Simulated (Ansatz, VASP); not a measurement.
**Two plane-wave programs on C**

File INCAR:

```
PREC = Accurate
ENCUT = 520
EDIFF = 1E-7
ISMEAR = -1
SIGMA = 0.05
LREAL = F
LASPH = T
NELM = 80
ALGO = Normal
ISIF = 2
LWAVE = F
LCHARG = T
GGA = PE
ALDAC = 0.0
AGGAC = 0.0
LELF = T
LVHAR = T
NBANDS = 36
```

The input KPOINTS:

```
regular mesh
0
Gamma
  12 12 3
```

Contents of POSCAR:

```
C
1.0
    2.5221000000      0.0000000000      0.0000000000
   -1.2610500000      2.1842026709      0.0000000000
    0.0000000000      0.0000000000     12.3557000000
C
12
Direct
    0.6666666667      0.3333333333      0.3541700000
    0.3333333333      0.6666666667      0.8541700000
    0.6666666667      0.3333333333      0.1458300000
    0.3333333333      0.6666666667      0.6458300000
    0.6666666667      0.3333333333      0.4791700000
    0.3333333333      0.6666666667      0.9791700000
    0.6666666667      0.3333333333      0.0208300000
    0.3333333333      0.6666666667      0.5208300000
    0.0000000000      0.0000000000      0.8125000000
    0.0000000000      0.0000000000      0.3125000000
    0.0000000000      0.0000000000      0.6875000000
    0.0000000000      0.0000000000      0.1875000000
```

File input.yaml:

```yaml
crystal:
  lattice:
    - [2.5221, 0.0, 0.0]
    - [-1.26105, 2.1842026709, 0.0]
    - [0.0, 0.0, 12.3557]
  atoms:
    - { symbol: C, position: [0.6666666667, 0.3333333333, 0.35417] }
    - { symbol: C, position: [0.3333333333, 0.6666666667, 0.85417] }
    - { symbol: C, position: [0.6666666667, 0.3333333333, 0.14583] }
    - { symbol: C, position: [0.3333333333, 0.6666666667, 0.64583] }
    - { symbol: C, position: [0.6666666667, 0.3333333333, 0.47917] }
    - { symbol: C, position: [0.3333333333, 0.6666666667, 0.97917] }
    - { symbol: C, position: [0.6666666667, 0.3333333333, 0.02083] }
    - { symbol: C, position: [0.3333333333, 0.6666666667, 0.52083] }
    - { symbol: C, position: [0.0, 0.0, 0.8125] }
    - { symbol: C, position: [0.0, 0.0, 0.3125] }
    - { symbol: C, position: [0.0, 0.0, 0.6875] }
    - { symbol: C, position: [0.0, 0.0, 0.1875] }
hamiltonian:
  xc: { exchange: pbe, correlation: none }
  pseudopotentials: { kind: paw }
kpoints:
  mp_grid: { grid: [12, 12, 3] }
  band_path:
    path:
      - [[0.0, 0.0, 0.0], [0.5, 0.0, 0.0], [0.3333333333, 0.3333333333, 0.0], [0.0, 0.0, 0.0], [0.0, 0.0, 0.5], [0.5, 0.0, 0.5], [0.3333333333, 0.3333333333, 0.5], [0.0, 0.0, 0.5]]
      - [[0.5, 0.0, 0.5], [0.5, 0.0, 0.0]]
      - [[0.3333333333, 0.3333333333, 0.0], [0.3333333333, 0.3333333333, 0.5]]
    npoints: 10
scf:
  occupations: { method: fermi_dirac, width: 0.05 }
  n_extra_bands: 30
output:
  forces: true
  stress: true
  eigenvalues: true
  fatbands: false
```

Alike in both runs: functional PBE exchange alone; k mesh 12 × 12 × 3; occupations fermi-dirac, width 0.05 eV; no spin polarisation.

```csv
,VASP,Ansatz
version,VASP 6.6.1,Ansatz 0.2.0
potentials or method,"VASP PAW PBE potentials, release 64 (C)",Ansatz PAW
plane-wave cutoff (eV),520,420
valence electrons in the cell,48,48
task,single point,band structure
```

|  | VASP | Ansatz | Ansatz less VASP |
| --- | --- | --- | --- |
| gap on the k mesh at the Fermi level (eV) | 4.69 | 4.69 | +0.001 |
| least direct gap on the mesh (eV) | 5.44 | 5.44 | -0.004 |
| rms of the force components (eV/Å) | 0.153 | 0.153 | -0.0001 |

VASP's potentials were made for PBE, not for PBE exchange alone. Atom by atom the forces differ by 0.001 eV/Å (rms over components). With one functional, cell and mesh, what is left measures potentials, basis and numerics.

Noted on Ansatz's run: Pulay correction over one GPa.
